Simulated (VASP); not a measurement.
Input of a VASP 6.6.1 run:

The input INCAR:

```
  PREC = Accurate
  ENCUT = 520
  EDIFF = 1E-7
  ISMEAR = -1
  SIGMA = 0.1
  LREAL = False
  LASPH = True
  NELM = 80
  ALGO = Normal
  ISIF = 2
  LWAVE = False
  LCHARG = False
  GGA = PS
  NBANDS = 75
```

Contents of KPOINTS:

```
regular mesh
0
Gamma
  6 6 3
```

The input POSCAR:

```
In5AgSe8
1.0
    5.7784939877      0.0000000000      0.0000000000
    0.0000000000      5.7784939877      0.0000000000
    0.0000000000      0.0000000000     11.6608244710
In Ag Se
5 1 8
Direct
    0.0000000000      0.5000000000      0.2556406947
    0.5000000000      0.0000000000      0.7443593053
    0.0000000000      0.5000000000      0.7443593053
    0.5000000000      0.0000000000      0.2556406947
    0.5000000000      0.5000000000      0.0000000000
    0.0000000000      0.0000000000      0.5000000000
    0.2218174701      0.2218174701      0.1108442597
    0.2218174701      0.7781825299      0.8891557403
    0.7781825299      0.7781825299      0.1108442597
    0.7781825299      0.2218174701      0.8891557403
    0.7232327611      0.7232327611      0.6126518443
    0.7232327611      0.2767672389      0.3873481557
    0.2767672389      0.2767672389      0.6126518443
    0.2767672389      0.7232327611      0.3873481557
```

Potentials or basis: VASP PAW PBE potentials, release 64 (In_d, Ag, Se).

The run is started by

```sh
$ cat potpaw_PBE.64/In_d/POTCAR potpaw_PBE.64/Ag/POTCAR potpaw_PBE.64/Se/POTCAR > POTCAR
$ mpirun -np 1 vasp_std > vasp.out
```

(1) Predict the band gap on the k mesh.

(2) Predict the pressure.

Results:

(1) 0.23 eV (least direct gap 0.27 eV).

(2) 0.1 GPa.

Caveat: the smearing spreads over this small gap; semilocal functionals underestimate gaps, and a narrow one can read as zero; the PAW data sets were made with another functional, which shifts forces and pressure a little; spin-orbit coupling is left out, which moves the levels of the heavy elements.
